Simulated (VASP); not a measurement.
Runs of VASP 6.6.1 on SrO. The structure is that of space group Fm-3m (No. 225), or close to it. The cells are those of the table. 

```tsv
task	level	cell	k mesh for the DOS	occupations for the DOS	gap on the mesh (eV)	pressure (GPa)
single point	PBE	a = 3.710 Å, angles 60.0°, 2 atoms	-	-	3.29	-1.9
single point	PBE	a = 3.745 Å, angles 60.0°, 2 atoms	-	-	(a)	-3.9
single point	PBEsol	a = 3.673 Å, angles 60.0°, 2 atoms	-	-	3.18	-3.1
single point	PBE	a = 3.560 Å, angles 60.0°, 2 atoms	-	-	3.22	(b)
```

Alike in all rows: potentials or basis VASP PAW PBE potentials, release 64 (Sr_sv, O); no spin polarisation; k mesh 8 × 8 × 8; cutoff (eV) 520; smearing gaussian 0.02 eV.

Task: Estimate the missing entries.

Result: (a) 3.30; (b) 10.7.

Caveats: the PAW data sets were made with another functional, which shifts forces and pressure a little (some runs).

A k mesh can miss the band edges, and the runs leave out spin-orbit coupling on Sr.
